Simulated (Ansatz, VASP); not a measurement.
SiO2: VASP beside Ansatz

```
Si O
1.0
     5.05630    0.00000    0.00000
     0.00000    5.05630    0.00000
     0.00000    0.00000    6.96440
Si O
4 8
Direct
  0.20412 0.20412 0.00000
  0.29588 0.70412 0.75000
  0.70412 0.29588 0.25000
  0.79588 0.79588 0.50000
  0.59568 0.74060 0.67569
  0.40432 0.25940 0.17569
  0.74060 0.59568 0.32431
  0.24060 0.90432 0.92569
  0.25940 0.40432 0.82431
  0.09568 0.75940 0.57431
  0.90432 0.24060 0.07431
  0.75940 0.09568 0.42569
```

Alike in both runs: task single point; functional r2SCAN; k mesh 6 × 6 × 4; occupations gaussian, width 0.02 eV; no spin polarisation.

|  | VASP | Ansatz |
| --- | --- | --- |
| version | VASP 6.6.1 | Ansatz 0.2.0 |
| potentials or method | VASP PAW PBE potentials, release 64 (Si, O), cutoff 520 eV | scalar-relativistic, plane waves, PAW |
| valence electrons in the cell | 64 | 64 |

|  | VASP | Ansatz | Ansatz less VASP |
| --- | --- | --- | --- |
| gap on the k mesh at the Fermi level (eV) | 6.25 | 6.25 | +0.001 |
| least direct gap on the mesh (eV) | 6.25 | 6.25 | +0.001 |
| pressure (GPa) | -0.4 | -0.5 | -0.17 |
| traceless stress, the component that is largest in VASP (GPa) | 0.52 | 0.54 | +0.026 |
| rms of the force components (eV/Å) | 0.009 | 0.000 | -0.0087 |

VASP's potentials were made for PBE, not for r2SCAN. Atom by atom the forces differ by 0.009 eV/Å (rms over components).
